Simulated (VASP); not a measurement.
# RbAl2W3 (Immm) in VASP: a series of runs

The runs below take RbAl2W3 through single point, relaxation of cell and atoms, with PBE.

Everything below comes from runs of VASP 6.6.1. Logs are shortened: lines on timing, memory, paths and dates and some standing lists are left out, and cuts for length are marked.

## (1) The cell of the first run

It takes space group Immm (No. 71, orthorhombic). Conventional cell: a = 6.134 Å, b = 6.318 Å, c = 6.441 Å, α = 90.00°, β = 90.00°, γ = 90.00°. Rb (site symmetry mmm) has 10 W at 3.16 to 3.62 Å and 8 Al at 3.52 to 3.53 Å within 4.2 Å. Al (site symmetry m2m) has 2 W at 1.92 Å within 2.5 Å. Within 2.3 Å of W (site symmetry 2mm) lie 1 W at 1.77 Å and 2 Al at 1.92 Å. W (site symmetry mmm) has 2 W at 1.77 Å within 2.3 Å.

The cell was built from a structure type or drawn by symmetry, and may not be a known phase.

## (2) Single point, PBE

INCAR

```
PREC = Accurate ; ENCUT = 500
EDIFF = 1E-6 ; ISMEAR = 0
SIGMA = 0.1 ; LREAL = F
LASPH = T ; NELM = 120
ALGO = Normal ; ISIF = 2
LWAVE = F ; LCHARG = F
GGA = PE ; NBANDS = 38
GGA_COMPAT = F
```

KPOINTS

```
regular mesh
0
Gamma
  4 4 4
```

POSCAR

```
RbAl2W3
1.0
   -3.0670982100      3.1589717200      3.2203019600
    3.0670982100     -3.1589717200      3.2203019600
    3.0670982100      3.1589717200     -3.2203019600
Rb Al W
1 2 3
Direct
    0.0000000000      0.5000000000      0.5000000000
    0.2763392900      0.0000000000      0.2763392900
    0.7236607100      0.0000000000      0.7236607100
    0.5000000000      0.7883199900      0.2883199900
    0.5000000000      0.2116800100      0.7116800100
    0.5000000000      0.5000000000      0.0000000000
```

Potentials or basis: VASP PAW PBE potentials, release 64 (Rb_sv, Al, W_sv).

The run is started by

```sh
cat potpaw_PBE.64/Rb_sv/POTCAR potpaw_PBE.64/Al/POTCAR potpaw_PBE.64/W_sv/POTCAR > POTCAR
mpirun -np 1 vasp_std > vasp.out
```

OUTCAR:

```text
PREC = Accurate
   ENCUT = 500
   EDIFF = 1E-6
   ISMEAR = 0
   LREAL = F
   LASPH = T
   NELM = 120
   ISIF = 2
   GGA = PE

 ion  position               nearest neighbor table
   1  0.000  0.500  0.500-   6 3.16   6 3.16   5 3.47   4 3.47   4 3.47   5 3.47   3 3.52   2 3.52
                             2 3.52   3 3.52   3 3.53   2 3.53   2 3.53   3 3.53   5 3.62   5 3.62
   2  0.276  0.000  0.276-   4 1.92   5 1.92   3 2.83   6 3.38   6 3.38   1 3.52   1 3.52   1 3.53
                             1 3.53
   3  0.724  0.000  0.724-   4 1.92   5 1.92   2 2.83   6 3.38   6 3.38   1 3.52   1 3.52   1 3.53
                             1 3.53
   4  0.500  0.788  0.288-   6 1.77   3 1.92   2 1.92   5 2.60   1 3.47   1 3.47   1 3.62   1 3.62

   5  0.500  0.212  0.712-   6 1.77   3 1.92   2 1.92   4 2.60   1 3.47   1 3.47   1 3.62   1 3.62

   6  0.500  0.500  0.000-   4 1.77   5 1.77   1 3.16   1 3.16   2 3.38   3 3.38   2 3.38   3 3.38
                             1 4.45   1 4.45   1 4.45   1 4.45

  LATTYP: Found a body centered orthorhombic cell.
 ALAT       =     6.1341964200
 B/A-ratio  =     1.0299545380
 C/A-ratio  =     1.0499507155

  Lattice vectors:

 A1 = (  -3.0670982100,   3.1589717200,   3.2203019600)
 A2 = (   3.0670982100,  -3.1589717200,   3.2203019600)
 A3 = (   3.0670982100,   3.1589717200,  -3.2203019600)

Analysis of symmetry for initial positions (statically):
=====================================================================
 Subroutine PRICEL returns:
 Original cell was already a primitive cell.

 Routine SETGRP: Setting up the symmetry group for a
 body centered orthorhombic supercell.

 Subroutine GETGRP returns: Found  8 space group operations
 (whereof  8 operations were pure point group operations)
 out of a pool of  8 trial point group operations.

The static configuration has the point symmetry D_2h.

Analysis of symmetry for dynamics (positions and initial velocities):
=====================================================================
 Subroutine PRICEL returns:
 Original cell was already a primitive cell.

 Routine SETGRP: Setting up the symmetry group for a
 body centered orthorhombic supercell.

 Subroutine GETGRP returns: Found  8 space group operations
 (whereof  8 operations were pure point group operations)
 out of a pool of  8 trial point group operations.

The dynamic configuration has the point symmetry D_2h.

 Subroutine INISYM returns: Found  8 space group operations
 (whereof  8 operations are pure point group operations),
 and found     1 'primitive' translations

----------------------------------------------------------------------------------------

                                     Primitive cell

  volume of cell :     124.8044

  direct lattice vectors                    reciprocal lattice vectors
    -3.067098210  3.158971720  3.220301960     0.000000000  0.158279353  0.155264943
     3.067098210 -3.158971720  3.220301960     0.163020538  0.000000000  0.155264943
     3.067098210  3.158971720 -3.220301960     0.163020538  0.158279353  0.000000000

  length of vectors
     5.454955405  5.454955405  5.454955405     0.221719544  0.225128626  0.227218066

  position of ions in fractional coordinates (direct lattice)
     0.000000000  0.500000000  0.500000000
     0.276339290  0.000000000  0.276339290
     0.723660710  0.000000000  0.723660710
     0.500000000  0.788319990  0.288319990
     0.500000000  0.211680010  0.711680010
     0.500000000  0.500000000  0.000000000

  ion indices of the primitive-cell ions
   primitive index   ion index
                 1           1
                 2           2
                 3           3
                 4           4
                 5           5
                 6           6

----------------------------------------------------------------------------------------

 KPOINTS: regular mesh

Automatic generation of k-mesh.
 Grid dimensions read from file:
 generate k-points for:    4    4    4

 Generating k-lattice:

  Cartesian coordinates                     Fractional coordinates (reciprocal lattice)
     0.000000000  0.039569838  0.038816236     0.250000000 -0.000000000  0.000000000
     0.040755134  0.000000000  0.038816236     0.000000000  0.250000000  0.000000000
     0.040755134  0.039569838  0.000000000     0.000000000 -0.000000000  0.250000000

  Length of vectors
     0.055429886  0.056282157  0.056804516

  Shift w.r.t. Gamma in fractional coordinates (k-lattice)
     0.000000000  0.000000000  0.000000000

 Subroutine IBZKPT returns following result:
 ===========================================

 Found     18 irreducible k-points:

 Following reciprocal coordinates:
            Coordinates               Weight
  0.000000  0.000000  0.000000      1.000000
  0.250000  0.000000  0.000000      4.000000
  0.500000  0.000000  0.000000      2.000000
  0.000000  0.250000  0.000000      4.000000
  0.250000  0.250000  0.000000      8.000000
  0.500000  0.250000 -0.000000      8.000000
[... 10 lines left out ...]
 -0.250000 -0.250000  0.250000      2.000000
  0.500000  0.500000  0.500000      1.000000
   k-points           NKPTS =     18   k-points in BZ     NKDIM =     18   number of bands    NBANDS=     38
   number of dos      NEDOS =    301   number of ions     NIONS =      6
   total plane-waves  NPLWV =  64000
   dimension x,y,z NGX =    40 NGY =   40 NGZ =   40
   dimension x,y,z NGXF=    80 NGYF=   80 NGZF=   80
   ions per type =               1   2   3
   NGX,Y,Z   is equivalent  to a cutoff of  12.19, 12.19, 12.19 a.u.
   NGXF,Y,Z  is equivalent  to a cutoff of  24.38, 24.38, 24.38 a.u.
 SYSTEM =  unknown system
   PREC   = accura    normal or accurate (medium, high low for compatibility)
   ISTART =      0    job   : 0-new  1-cont  2-samecut
   ICHARG =      2    charge: 1-file 2-atom 10-const
   ISPIN  =      1    spin polarized calculation?
   LNONCOLLINEAR =      F non collinear calculations
   LSORBIT =      F    spin-orbit coupling
   LASPH  =      T    aspherical Exc in radial PAW
   ENCUT  =  500.0 eV  36.75 Ry    6.06 a.u.   9.95  9.95  9.95*2*pi/ulx,y,z
   NELM   =    120;   NELMIN=  2; NELMDL= -5     # of ELM steps
   EDIFF  = 0.1E-05   stopping-criterion for ELM
   LREAL  =      F    real-space projection
   EDIFFG = 0.1E-04   stopping-criterion for IOM
   NSW    =      0    number of steps for IOM
   IBRION =     -1    ionic relax: 0-MD 1-quasi-New 2-CG
   NFREE  =      0    steps in history (QN), initial steepest desc. (CG)
   ISIF   =      2    stress and relaxation
   ISYM   =      2    0-nonsym 1-usesym 2-fastsym
   POTIM  = 0.5000    time-step for ionic-motion
   TEBEG  =    0.0;   TEEND  =   0.0 temperature during run
   PSTRESS=    0.0 pullay stress
   NELECT =      57.0000    total number of electrons
   NUPDOWN=      -1.0000    fix difference up-down
   EMIN   =  10.00;   EMAX   =-10.00  energy-range for DOS
   EFERMI =   0.00;   METHOD = LEGACY
   ISMEAR =     0;   SIGMA  =   0.10  broadening in eV -4-tet -1-fermi 0-gaus
   EFERMI_NEDOS =   21; number of points for ismear=-14 and -15
   IALGO  =     38    algorithm
   IMIX   =      4    mixing-type and parameters
     AMIX     =   0.40;   BMIX     =  1.00
     AMIX_MAG =   1.60;   BMIX_MAG =  1.00
  volume/ion in A,a.u.               =      20.80       140.37
  Fermi-wavevector in a.u.,A,eV,Ry     =   1.260733  2.382440 21.625748  1.589448
  Thomas-Fermi vector in A             =   2.394228
   LORBIT       =      0    0 simple, 1 ext, 2 COOP (PROOUT), +10 PAW based schemes
   GGA     = PE    functional components
   LHFCALC =     F    Hartree Fock is set to
   AEXX    =    0.0000 exact exchange contribution
   IVDW    =     0    specifies the selected vdW correction
   LEPSILON=     F    determine dielectric tensor
   LRPA    =     F    only Hartree local field effects (RPA)
 non-spin polarized calculation
 Gauss-broadening in eV      SIGMA  =   0.10
  energy-cutoff  :      500.00
  volume of cell :      124.80
 maximum number of plane-waves:      3200
   NGX = 19   NGY = 19   NGZ = 19

 number of electron      57.0000004 magnetization

 Free energy of the ion-electron system (eV)
  ---------------------------------------------------
  ext. energy  EPLUGINS =         0.00000000
  ---------------------------------------------------
  free energy    TOTEN  =        -6.22813331 eV

  energy without entropy =       -6.20253626  energy(sigma->0) =       -6.21533478

 E-fermi :   5.8722     XC(G=0): -10.3357

 val. band max:        5.8719459088   @ k =   0.2500  -0.2500   0.2500
 cond. band min:       5.8931779862   @ k =   0.2500  -0.2500   0.2500
 fundamental gap:      0.0212320773
 Fermi energy:         5.8721706887

 k-point     1 :       0.0000    0.0000    0.0000
  band No.  band energies     occupation
      1     -69.9865      2.00000
      2     -67.4107      2.00000
      3     -66.2717      2.00000
      4     -39.5785      2.00000
      5     -33.6316      2.00000
      6     -33.5565      2.00000
[... 30 lines left out ...]
     37      11.1658      0.00000
     38      11.2649      0.00000

 k-point     2 :       0.2500    0.0000    0.0000
  band No.  band energies     occupation
      1     -69.9865      2.00000
      2     -67.4107      2.00000
      3     -66.2716      2.00000
      4     -39.5785      2.00000
      5     -33.6316      2.00000
      6     -33.5572      2.00000
[... 30 lines left out ...]
     37      10.9285      0.00000
     38      11.9350      0.00000

 k-point     3 :       0.5000    0.0000    0.0000
  band No.  band energies     occupation
      1     -69.9865      2.00000
      2     -67.4107      2.00000
      3     -66.2716      2.00000
      4     -39.5785      2.00000
      5     -33.6317      2.00000
      6     -33.5579      2.00000
[... 30 lines left out ...]
     37      11.6791      0.00000
[... 535 lines left out ...]
 k-point    17 :      -0.2500   -0.2500    0.2500
  band No.  band energies     occupation
      1     -69.9865      2.00000
      2     -67.4107      2.00000
      3     -66.2716      2.00000
      4     -39.5785      2.00000
      5     -33.6317      2.00000
      6     -33.5577      2.00000
[... 30 lines left out ...]
     37      11.6788      0.00000
     38      12.4200      0.00000

 k-point    18 :       0.5000    0.5000    0.5000
  band No.  band energies     occupation
      1     -69.9865      2.00000
      2     -67.4108      2.00000
      3     -66.2716      2.00000
      4     -39.5784      2.00000
      5     -33.6318      2.00000
      6     -33.5588      2.00000
[... 30 lines left out ...]
     37      12.5909      0.00000
     38      12.6919      0.00000

------------------------ aborting loop because EDIFF is reached ----------------------------------------

  FORCE on cell =-STRESS in cart. coord.  units (eV):
  Direction    XX          YY          ZZ          XY          YZ          ZX
  --------------------------------------------------------------------------------------
  -------------------------------------------------------------------------------------
  Total      179.8921046     63.2587436      1.3871318      0.0000000      0.0000000      0.0000000
  in kB     2309.3655176    812.0843414     17.8073094      0.0000000      0.0000000      0.0000000
  external PRESSURE =    1046.4190561 kB  Pullay stress =       0.0000000 kB

 VOLUME and BASIS-vectors are now :
 -----------------------------------------------------------------------------
  energy-cutoff  :      500.00
  volume of cell :      124.80
      direct lattice vectors                 reciprocal lattice vectors
    -3.067098210  3.158971720  3.220301960     0.000000000  0.158279353  0.155264943
     3.067098210 -3.158971720  3.220301960     0.163020538  0.000000000  0.155264943
     3.067098210  3.158971720 -3.220301960     0.163020538  0.158279353  0.000000000

 POSITION                                       TOTAL-FORCE (eV/Angst)
 -----------------------------------------------------------------------------------
      3.06710      0.00000      0.00000         0.000000     -0.000000     -0.000000
      0.00000      1.74590      0.00000         0.000000    -21.539658     -0.000000
      0.00000      4.57205      0.00000         0.000000     21.539658     -0.000000
      1.76861     -0.00000      3.22030        15.934981     -0.000000     -0.000000
      1.29849      3.15897      0.00000       -15.934981     -0.000000     -0.000000
      0.00000      0.00000      3.22030         0.000000      0.000000      0.000000
 -----------------------------------------------------------------------------------
    total drift:                                0.000000     -0.000000      0.000000

  FREE ENERGIE OF THE ION-ELECTRON SYSTEM (eV)
  ---------------------------------------------------
  free  energy   TOTEN  =        -6.2281333078 eV

  energy  without entropy=       -6.2025362586  energy(sigma->0) =       -6.21533478
```

It took 59 s on 1 thread of Intel Xeon Platinum 8375C at 2.90GHz (Ice Lake), shared host; peak memory 0.28 GiB.

What came out:

```yaml
Free_energy: -6.2281 eV
Pressure: 104.6 GPa
Largest_force: 21.540 eV/Å
Band_gap_on_the_k_mesh: zero (an odd number of electrons rules out a gap without spin polarisation)
```

Forces in eV/Å, atoms in the order of the input:
```
Rb    0.000   0.000   0.000
Al    0.000 -21.540   0.000
Al    0.000  21.540   0.000
W    15.935   0.000   0.000
W   -15.935   0.000   0.000
W     0.000   0.000   0.000
```

Levels at points of the mesh, in eV from the Fermi level:
```
           k point  band 25  band 26  band 27  band 28  band 29  band 30  band 31  band 32
(0.00, 0.00, 0.00)    -2.11    -0.56     0.22     0.48     0.63     0.80     1.21     1.42
(0.50, 0.00, 0.00)    -2.60    -2.34    -0.64    -0.38     0.33     1.13     1.27     1.54
(0.00, 0.50, 0.00)    -1.34    -1.25    -0.67    -0.52    -0.27     0.21     0.62     1.33
(0.50, 0.50, 0.00)    -1.88    -1.32    -0.84     0.06     0.28     0.36     1.19     1.56
(0.50, 0.50, 0.50)    -2.13    -1.77    -1.19    -1.00    -0.89    -0.31     0.15     1.30
```

Caveat: atoms lie so close that the PAW spheres overlap strongly, which falsifies energies and pressures; the cell stands under pressure; spin-orbit coupling is left out, which moves the levels of the heavy elements; forces of over 1 eV/Å act on the atoms, so gaps and moduli don't describe the material at rest.

(Continued in part 2 of 2.)
